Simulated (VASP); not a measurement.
Wanted: the native input for a VASP 6.6.1 run.

| Quantity | Value |
| --- | --- |
| Task | single point |
| Functional | PBE |
| Potentials or basis | VASP PAW PBE potentials, release 64 (O) |
| Cutoff | 600 eV |
| k mesh | 2 × 2 × 2 |
| Occupations | fermi-dirac, width 0.1 eV |
| Spin | no spin polarisation |
| Dipole correction | no |
| Further INCAR settings | ALGO = Normal; EDIFF = 1e-06; NBANDS = 34 |

The structure of O lies in POSCAR:

```
O
1.0
    4.4046865400      0.0000000000      0.0000000000
    0.0000000000      4.4046865400      0.0000000000
    0.0000000000      0.0000000000      4.4046865400
O
8
Direct
    0.5000000000      0.5000000000      0.0000000000
    0.0000000000      0.0000000000      0.0000000000
    0.5000000000      0.0000000000      0.5000000000
    0.0000000000      0.5000000000      0.5000000000
    0.7500000000      0.2500000000      0.2500000000
    0.2500000000      0.7500000000      0.2500000000
    0.7500000000      0.7500000000      0.7500000000
    0.2500000000      0.2500000000      0.7500000000
```

One way to write it, as run:

INCAR

```
SYSTEM = O
PREC     = Accurate       ! precision mode
ENCUT    = 600            ! plane-wave cutoff, eV
EDIFF    = 1E-6           ! SCF threshold, eV
ISMEAR   = -1             ! smearing method
SIGMA    = 0.1            ! smearing width, eV
LREAL    = .False.        ! projectors in reciprocal space
LASPH    = .True.         ! aspherical terms in the spheres
NELM     = 120            ! most SCF steps
ALGO     = Normal         ! electronic algorithm
ISIF     = 2              ! what is computed and relaxed
LWAVE    = .False.        ! write WAVECAR
LCHARG   = .False.        ! write CHGCAR
GGA      = PE             ! functional
NBANDS   = 34             ! bands
GGA_COMPAT= .False.
```

KPOINTS

```
regular mesh
0
Gamma
  2 2 2
  0 0 0
```

Potentials or basis: VASP PAW PBE potentials, release 64 (O).

Run with:

```bash
$ cat potpaw_PBE.64/O/POTCAR > POTCAR
$ mpirun -np 1 vasp_std > vasp.out
```

Results of the run:

* Pressure: 1.3 GPa
* Band gap on the k mesh: zero (bands 24 and 25 overlap by 1.06 eV)

Caveat: the k points lie up to 0.71 Å⁻¹ apart, too coarse for converged energies and pressures of a metal.

It took 5.3 s on 1 thread of Intel(R) Xeon(R) 6975P-C (Granite Rapids), with other jobs on the host, peak memory 0.19 GiB.
